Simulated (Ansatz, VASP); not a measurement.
**One calculation of Mn, two programs**

Contents of INCAR:

```
ALGO = Normal ; EDIFF = 1E-6
ENCUT = 520 ; GGA = PE
ISIF = 2 ; ISMEAR = -1
ISPIN = 2 ; LASPH = True
LCHARG = True ; LELF = True
LMAXMIX = 4 ; LORBIT = 11
LREAL = False ; LVHAR = True
LWAVE = False ; MAGMOM = 4.8 4.8
NBANDS = 24 ; NELM = 150
NUPDOWN = 9.6 ; PREC = Accurate
SIGMA = 0.05
```

File KPOINTS:

```
k-points
0
Gamma
  12 12 7
```

File POSCAR:

```
Mn
1.0
    2.4836457705      0.0000000000      0.0000000000
   -1.2418228853      2.1509003313      0.0000000000
    0.0000000000      0.0000000000      4.0261950000
Mn
2
Direct
    0.3333333333      0.6666666667      0.2500000000
    0.6666666667      0.3333333333      0.7500000000
```

input.yaml

```yaml
crystal:
  lattice:
    - [2.4836457705, 0.0, 0.0]
    - [-1.2418228853, 2.1509003313, 0.0]
    - [0.0, 0.0, 4.026195]
  atoms:
    - { symbol: Mn, position: [0.3333333333, 0.6666666667, 0.25], spin: 4.8 }
    - { symbol: Mn, position: [0.6666666667, 0.3333333333, 0.75], spin: 4.8 }
kpoints:
  mp_grid: { grid: [12, 12, 7] }
scf:
  occupations: { method: fermi_dirac, width: 0.05 }
hamiltonian:
  xc: pbe
  pseudopotentials: { kind: all_electron, lapw: { basis_error: 0.001 } }
magnetization:
  spin_polarized: true
  initial_magnetization: 9.6
  spin_locking: { lock_magnetization: hard }
output:
  forces: true
  stress: true
  eigenvalues: true
```

Alike in both runs: task single point; functional PBE; k mesh 12 × 12 × 7; occupations fermi-dirac, width 0.05 eV; collinear spin; fixed moment 9.6 μB.

|  | VASP | Ansatz |
| --- | --- | --- |
| version | VASP 6.6.1 | Ansatz 0.2.0 |
| potentials or method | VASP PAW PBE potentials, release 64 (Mn_pv), cutoff 520 eV | all-electron LAPW, scalar-relativistic |

Ansatz gave:

| Quantity | Value |
| --- | --- |
| size of the moment on the site where the two differ most (μB) | 4.51 |

Question: Which values does VASP return?

Answer: Size of the moment on the site where the two differ most (μB): 4.45.

Site moments also hang on the region over which each program counts them. Ansatz ran all-electron here, and VASP with PAW potentials.
